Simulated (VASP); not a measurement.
Wanted: the native input for a VASP 6.6.1 run.

* Task: relaxation of cell and atoms
* Functional: LDA
* Potentials or basis: VASP PAW LDA potentials, release 64 (Sn_d)
* Cutoff: 500 eV
* k mesh: 6 × 6 × 6
* Occupations: fermi-dirac, width 0.1 eV
* Spin: no spin polarisation
* Dipole correction: no
* Further INCAR settings: ALGO = Normal; EDIFF = 1e-07; IBRION = 2; EDIFFG = -0.01; NSW = 80; ISIF = 3

The structure of Sn lies in POSCAR:

```
Sn
1.0
    0.0000000000      3.2333450000      3.2333450000
    3.2333450000      0.0000000000      3.2333450000
    3.2333450000      3.2333450000      0.0000000000
Sn
2
Direct
    0.5000000000      0.5000000000      0.5000000000
    0.7500000000      0.7500000000      0.7500000000
```

This isn't the form of Sn at room conditions, which is tetragonal (white tin).

These files were run (other wordings do the same):

INCAR

```
SYSTEM = Sn
  PREC = Accurate
  ENCUT = 500
  EDIFF = 1E-7
  ISMEAR = -1
  SIGMA = 0.1
  LREAL = .False.
  LASPH = .True.
  NELM = 120
  ALGO = Normal
  ISIF = 3
  LWAVE = .False.
  LCHARG = .False.
  GGA = CA
  IBRION = 2
  NSW = 80
  EDIFFG = -0.01
  GGA_COMPAT = .False.
  NELMIN = 4
```

KPOINTS

```
Automatic mesh
0
Gamma
  6 6 6
  0 0 0
```

Potentials or basis: VASP PAW LDA potentials, release 64 (Sn_d).

The run is started by

```console
$ cat potpaw_LDA.64/Sn_d/POTCAR > POTCAR
$ mpirun -np 1 vasp_std > vasp.out
```

Results of the run:

The relaxed volume is 34.02 Å³/atom, the relaxed cell is a = 4.582 Å, b = 4.582 Å, c = 4.582 Å, α = 60.00°, β = 60.00°, γ = 60.00° and the space group after relaxing (to 0.1 Å) is Fd-3m (No. 227). The energy gained by relaxing is 0.2 meV/atom and the ionic steps are 3. The pressure after relaxing is 0.0 GPa. The band gap on the k mesh is zero (bands 14 and 15 overlap by 0.18 eV).

Caveat: spin-orbit coupling is left out, which moves the levels of the heavy elements.

It took 49 s on 1 thread of Intel Xeon 8259CL, with other jobs on the host, peak memory 0.18 GiB.
